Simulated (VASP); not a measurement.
# Ta (Im-3m) in VASP: notebook

Runs on Ta. Level: LDA. Tasks: single point, relaxation of cell and atoms.

Program: VASP 6.6.1. These are calculated values, not measurements. Logs are shortened: lines on timing, memory, paths and dates and some standing lists are left out, and cuts for length are marked.

## 1. The cell of the first run

The structure is cubic, space group Im-3m (No. 229). Conventional cell: a = 3.247 Å, b = 3.247 Å, c = 3.247 Å, α = 90.00°, β = 90.00°, γ = 90.00°. Within 3.7 Å of Ta (site symmetry m-3m) lie 14 Ta at 2.81 to 3.25 Å.

## 2. Single point, LDA

File INCAR:

```
  ALGO = Normal
  EDIFF = 1E-6
  ENCUT = 500
  GGA_COMPAT = False
  ISIF = 2
  ISMEAR = 0
  LASPH = True
  LCHARG = True
  LELF = True
  LREAL = False
  LVHAR = True
  LWAVE = False
  NBANDS = 12
  NELM = 120
  PREC = Accurate
  SIGMA = 0.1
```

File KPOINTS:

```
k-points
0
Gamma
  8 8 8
```

File POSCAR:

```
Ta
1.0
   -1.6234893962      1.6234893962      1.6234893962
    1.6234893962     -1.6234893962      1.6234893962
    1.6234893962      1.6234893962     -1.6234893962
Ta
1
Direct
    0.0000000000      0.0000000000      0.0000000000
```

Potentials or basis: VASP PAW LDA potentials, release 64 (Ta_pv).

Run with:

```
$ cat potpaw_LDA.64/Ta_pv/POTCAR > POTCAR
$ mpirun -np 1 vasp_std > vasp.out
```

OUTCAR:

```text
EDIFF = 1E-6
   ENCUT = 500
   ISIF = 2
   ISMEAR = 0
   LASPH = True
   LREAL = False
   NELM = 120
   PREC = Accurate

 ion  position               nearest neighbor table
   1  0.000  0.000  0.000-

  LATTYP: Found a body centered cubic cell.
 ALAT       =     3.2469787924

  Lattice vectors:

 A1 = (  -1.6234893962,   1.6234893962,   1.6234893962)
 A2 = (   1.6234893962,  -1.6234893962,   1.6234893962)
 A3 = (   1.6234893962,   1.6234893962,  -1.6234893962)

Analysis of symmetry for initial positions (statically):
=====================================================================
 Subroutine PRICEL returns:
 Original cell was already a primitive cell.

 Routine SETGRP: Setting up the symmetry group for a
 body centered cubic supercell.

 Subroutine GETGRP returns: Found 48 space group operations
 (whereof 48 operations were pure point group operations)
 out of a pool of 48 trial point group operations.

The static configuration has the point symmetry O_h .

Analysis of symmetry for dynamics (positions and initial velocities):
=====================================================================
 Subroutine PRICEL returns:
 Original cell was already a primitive cell.

 Routine SETGRP: Setting up the symmetry group for a
 body centered cubic supercell.

 Subroutine GETGRP returns: Found 48 space group operations
 (whereof 48 operations were pure point group operations)
 out of a pool of 48 trial point group operations.

The dynamic configuration has the point symmetry O_h .

 Subroutine INISYM returns: Found 48 space group operations
 (whereof 48 operations are pure point group operations),
 and found     1 'primitive' translations

----------------------------------------------------------------------------------------

                                     Primitive cell

  volume of cell :      17.1162

  direct lattice vectors                    reciprocal lattice vectors
    -1.623489396  1.623489396  1.623489396     0.000000000  0.307978605  0.307978605
     1.623489396 -1.623489396  1.623489396     0.307978605  0.000000000  0.307978605
     1.623489396  1.623489396 -1.623489396     0.307978605  0.307978605  0.000000000

  length of vectors
     2.811966120  2.811966120  2.811966120     0.435547521  0.435547521  0.435547521

  position of ions in fractional coordinates (direct lattice)
     0.000000000  0.000000000  0.000000000

  ion indices of the primitive-cell ions
   primitive index   ion index
                 1           1

----------------------------------------------------------------------------------------

 KPOINTS: k-points

Automatic generation of k-mesh.
 Grid dimensions read from file:
 generate k-points for:    8    8    8

 Generating k-lattice:

  Cartesian coordinates                     Fractional coordinates (reciprocal lattice)
     0.000000000  0.038497326  0.038497326     0.125000000  0.000000000  0.000000000
     0.038497326  0.000000000  0.038497326     0.000000000  0.125000000  0.000000000
     0.038497326  0.038497326  0.000000000     0.000000000  0.000000000  0.125000000

  Length of vectors
     0.054443440  0.054443440  0.054443440

  Shift w.r.t. Gamma in fractional coordinates (k-lattice)
     0.000000000  0.000000000  0.000000000

 Subroutine IBZKPT returns following result:
 ===========================================

 Found     29 irreducible k-points:

 Following reciprocal coordinates:
            Coordinates               Weight
  0.000000  0.000000  0.000000      1.000000
  0.125000  0.000000  0.000000     12.000000
  0.250000  0.000000  0.000000     12.000000
  0.375000  0.000000  0.000000     12.000000
  0.500000  0.000000  0.000000      6.000000
  0.125000  0.125000  0.000000     24.000000
[... 16 lines left out ...]
 -0.250000  0.250000  0.250000      6.000000
 -0.375000  0.375000  0.250000     24.000000
 [... further k-points ...]
   k-points           NKPTS =     29   k-points in BZ     NKDIM =     29   number of bands    NBANDS=     12
   number of dos      NEDOS =    301   number of ions     NIONS =      1
   total plane-waves  NPLWV =  13824
   dimension x,y,z NGX =    24 NGY =   24 NGZ =   24
   dimension x,y,z NGXF=    48 NGYF=   48 NGZF=   48
   ions per type =               1
   NGX,Y,Z   is equivalent  to a cutoff of  14.19, 14.19, 14.19 a.u.
   NGXF,Y,Z  is equivalent  to a cutoff of  28.38, 28.38, 28.38 a.u.
 SYSTEM =  unknown system
   PREC   = accura    normal or accurate (medium, high low for compatibility)
   ISTART =      0    job   : 0-new  1-cont  2-samecut
   ICHARG =      2    charge: 1-file 2-atom 10-const
   ISPIN  =      1    spin polarized calculation?
   LNONCOLLINEAR =      F non collinear calculations
   LSORBIT =      F    spin-orbit coupling
   LASPH  =      T    aspherical Exc in radial PAW
   ENCUT  =  500.0 eV  36.75 Ry    6.06 a.u.   5.13  5.13  5.13*2*pi/ulx,y,z
   NELM   =    120;   NELMIN=  2; NELMDL= -5     # of ELM steps
   EDIFF  = 0.1E-05   stopping-criterion for ELM
   LREAL  =      F    real-space projection
   EDIFFG = 0.1E-04   stopping-criterion for IOM
   NSW    =      0    number of steps for IOM
   IBRION =     -1    ionic relax: 0-MD 1-quasi-New 2-CG
   NFREE  =      0    steps in history (QN), initial steepest desc. (CG)
   ISIF   =      2    stress and relaxation
   ISYM   =      2    0-nonsym 1-usesym 2-fastsym
   POTIM  = 0.5000    time-step for ionic-motion
   TEBEG  =    0.0;   TEEND  =   0.0 temperature during run
   PSTRESS=    0.0 pullay stress
   NELECT =      11.0000    total number of electrons
   NUPDOWN=      -1.0000    fix difference up-down
   EMIN   =  10.00;   EMAX   =-10.00  energy-range for DOS
   EFERMI =   0.00;   METHOD = LEGACY
   ISMEAR =     0;   SIGMA  =   0.10  broadening in eV -4-tet -1-fermi 0-gaus
   EFERMI_NEDOS =   21; number of points for ismear=-14 and -15
   IALGO  =     38    algorithm
   IMIX   =      4    mixing-type and parameters
     AMIX     =   0.40;   BMIX     =  1.00
     AMIX_MAG =   1.60;   BMIX_MAG =  1.00
  volume/ion in A,a.u.               =      17.12       115.51
  Fermi-wavevector in a.u.,A,eV,Ry     =   1.412764  2.669737 27.155895  1.995902
  Thomas-Fermi vector in A             =   2.534479
   LORBIT       =      0    0 simple, 1 ext, 2 COOP (PROOUT), +10 PAW based schemes
   GGA     = CA    functional components
   LHFCALC =     F    Hartree Fock is set to
   AEXX    =    0.0000 exact exchange contribution
   IVDW    =     0    specifies the selected vdW correction
   LEPSILON=     F    determine dielectric tensor
   LRPA    =     F    only Hartree local field effects (RPA)
 non-spin polarized calculation
 Gauss-broadening in eV      SIGMA  =   0.10
  energy-cutoff  :      500.00
  volume of cell :       17.12
 maximum number of plane-waves:       466
 NGX is ok and might be reduce to    24
   NGX = 11   NGY = 11   NGZ = 11

 number of electron      10.9999999 magnetization

 Free energy of the ion-electron system (eV)
  ---------------------------------------------------
  ext. energy  EPLUGINS =         0.00000000
  ---------------------------------------------------
  free energy    TOTEN  =       -12.86732544 eV

  energy without entropy =      -12.86363308  energy(sigma->0) =      -12.86547926

 E-fermi :   5.7587     XC(G=0): -13.0559

 val. band max:        5.7021079101   @ k =   0.2500   0.0000   0.0000
 cond. band min:       5.7895654478   @ k =  -0.2500   0.2500   0.1250
 fundamental gap:      0.0874575377
 Fermi energy:         5.7586559715

 k-point     1 :       0.0000    0.0000    0.0000
  band No.  band energies     occupation
      1     -26.8651      2.00000
      2     -26.8651      2.00000
      3     -26.8651      2.00000
      4      -2.2019      2.00000
      5       6.4979      0.00000
      6       6.4979      0.00000
      7       6.4979      0.00000
      8       9.9427      0.00000
      9       9.9427      0.00000
     10      19.6960      0.00000
     11      21.1425      0.00000
     12      21.1425      0.00000

 k-point     2 :       0.1250    0.0000    0.0000
  band No.  band energies     occupation
      1     -27.0904      2.00000
      2     -26.9337      2.00000
      3     -26.8666      2.00000
      4      -1.4790      2.00000
      5       6.0494      0.00004
      6       6.3152      0.00000
      7       7.2254      0.00000
      8       9.3696      0.00000
      9       9.9555      0.00000
     10      19.6958      0.00000
     11      21.7258      0.00000
     12      22.3978      0.00000

 k-point     3 :       0.2500    0.0000    0.0000
  band No.  band energies     occupation
      1     -27.6057      2.00000
      2     -27.0959      2.00000
      3     -26.8705      2.00000
      4       0.1930      2.00000
      5       5.1322      2.00000
      6       5.7021      1.57612
      7       9.2863      0.00000
      8       9.3350      0.00000
      9      10.1416      0.00000
     10      19.6937      0.00000
     11      21.4777      0.00000
     12      23.4067      0.00000
[... 286 lines left out ...]
 k-point    23 :      -0.2500    0.2500    0.2500
  band No.  band energies     occupation
      1     -27.6349      2.00000
      2     -27.3464      2.00000
      3     -27.3464      2.00000
      4       2.1836      2.00000
      5       4.6963      2.00000
      6       7.1076      0.00000
      7       7.1076      0.00000
      8       9.1175      0.00000
      9      11.1143      0.00000
     10      19.6914      0.00000
     11      21.0498      0.00000
     12      26.2905      0.00000

 k-point    24 :      -0.3750    0.3750    0.2500
  band No.  band energies     occupation
      1     -27.9194      2.00000
      2     -27.5168      2.00000
      3     -27.3907      2.00000
      4       2.9271      2.00000
      5       3.6744      2.00000
      6       7.1135      0.00000
      7       7.8520      0.00000
      8      11.5211      0.00000
      9      11.7339      0.00000
     10      19.6857      0.00000
     11      20.6556      0.00000
     12      23.0669      0.00000

 [... further k-points ...]

------------------------ aborting loop because EDIFF is reached ----------------------------------------

  FORCE on cell =-STRESS in cart. coord.  units (eV):
  Direction    XX          YY          ZZ          XY          YZ          ZX
  --------------------------------------------------------------------------------------
  -------------------------------------------------------------------------------------
  Total        0.1064769      0.1064769      0.1064769     -0.0000000     -0.0000000      0.0000000
  in kB        9.9668411      9.9668411      9.9668411     -0.0000000     -0.0000000      0.0000000
  external PRESSURE =       9.9668411 kB  Pullay stress =       0.0000000 kB

 VOLUME and BASIS-vectors are now :
 -----------------------------------------------------------------------------
  energy-cutoff  :      500.00
  volume of cell :       17.12
      direct lattice vectors                 reciprocal lattice vectors
    -1.623489396  1.623489396  1.623489396     0.000000000  0.307978605  0.307978605
     1.623489396 -1.623489396  1.623489396     0.307978605  0.000000000  0.307978605
     1.623489396  1.623489396 -1.623489396     0.307978605  0.307978605  0.000000000

 POSITION                                       TOTAL-FORCE (eV/Angst)
 -----------------------------------------------------------------------------------
      0.00000      0.00000      0.00000        -0.000000      0.000000      0.000000
 -----------------------------------------------------------------------------------
    total drift:                               -0.000000      0.000000      0.000000

  FREE ENERGIE OF THE ION-ELECTRON SYSTEM (eV)
  ---------------------------------------------------
  free  energy   TOTEN  =       -12.8673254449 eV

  energy  without entropy=      -12.8636330765  energy(sigma->0) =      -12.86547926
```

Wall time 3.4 s (1 thread of Intel Xeon Platinum 8375C at 2.90GHz (Ice Lake), shared host); peak memory 0.13 GiB.

Results:

| Property | Result |
| --- | --- |
| Free energy | -12.8673 eV |
| Pressure | 1.0 GPa |
| Band gap on the k mesh | zero (an odd number of electrons rules out a gap without spin polarisation) |

Levels at points of the mesh, in eV from the Fermi level:
| k point | band 1 | band 2 | band 3 | band 4 | band 5 | band 6 | band 7 | band 8 | band 9 | band 10 |
| --- | --- | --- | --- | --- | --- | --- | --- | --- | --- | --- |
| (0.00, 0.00, 0.00) | -32.62 | -32.62 | -32.62 | -7.96 | 0.74 | 0.74 | 0.74 | 4.18 | 4.18 | 13.94 |
| (0.50, 0.00, 0.00) | -34.03 | -33.08 | -32.63 | -4.53 | -1.67 | 2.06 | 4.10 | 5.17 | 8.33 | 12.33 |
| (0.50, 0.50, 0.50) | -33.60 | -33.60 | -33.60 | -4.06 | -4.06 | 7.28 | 7.28 | 7.28 | 9.30 | 9.30 |

Caveat: spin-orbit coupling is left out, which moves the levels of the heavy elements.

(Continued in part 2 of 2.)

The gap in the log of VASP goes by the Fermi energy; the results here count the filled bands.